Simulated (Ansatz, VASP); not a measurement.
# Sn in VASP and in Ansatz

Contents of INCAR:

```
PREC = Accurate
ENCUT = 520
EDIFF = 1E-6
ISMEAR = -1
SIGMA = 0.02
LREAL = False
LASPH = True
NELM = 100
ALGO = Normal
ISIF = 2
LWAVE = False
LCHARG = False
LDIPOL = True
IDIPOL = 3
DIPOL = 0.5 0.5 0.500
GGA = PE
NBANDS = 36
```

The input KPOINTS:

```
Automatic mesh
0
Gamma
  6 6 1
```

Contents of POSCAR:

```
Sn
1.0
    4.7064645918      0.0000000000      0.0000000000
   -2.3532322959      4.0759178986      0.0000000000
    0.0000000000      0.0000000000     11.8541000000
Sn
4
Direct
    0.1666666667      0.3333333333      0.2952551383
    0.5000000000      1.0000000000      0.3739049562
    0.5000000000      1.0000000000      0.6260954532
    0.8333333333      0.6666666667      0.7047448617
```

Input for Ansatz:

```yaml
crystal:
  lattice:
    - [4.7064645918, 0.0, 0.0]
    - [-2.3532322959, 4.0759178986, 0.0]
    - [0.0, 0.0, 11.8541]
  atoms:
    - { symbol: Sn, position: [0.1666666667, 0.3333333333, 0.2952551383] }
    - { symbol: Sn, position: [0.5, 1.0, 0.3739049562] }
    - { symbol: Sn, position: [0.5, 1.0, 0.6260954532] }
    - { symbol: Sn, position: [0.8333333333, 0.6666666667, 0.7047448617] }
kpoints:
  mp_grid: { grid: [6, 6, 1] }
scf:
  occupations: { method: fermi_dirac, width: 0.02 }
hamiltonian:
  xc: pbe
  pseudopotentials: { kind: all_electron, lapw: { basis_error: 0.001 } }
output:
  forces: true
  stress: true
  eigenvalues: true
efield:
  axis: 3
  amplitude: 0
  dipole_correction: true
```

Alike in both runs: task single point; functional PBE; k mesh 6 × 6 × 1; occupations fermi-dirac, width 0.02 eV; no spin polarisation.

|  | VASP | Ansatz |
| --- | --- | --- |
| version | VASP 6.6.1 | Ansatz 0.2.0 |
| potentials or method | VASP PAW PBE potentials, release 64 (Sn_d), cutoff 520 eV | all-electron LAPW, scalar-relativistic |

|  | VASP | Ansatz | Ansatz less VASP |
| --- | --- | --- | --- |
| rms of the force components (eV/Å) | 0.004 | 0.004 | +0.0007 |

Atom by atom the forces differ by 0.002 eV/Å (rms over components). Ansatz ran all-electron here, and VASP with PAW potentials. Ansatz's warnings: vacuum density over bound.
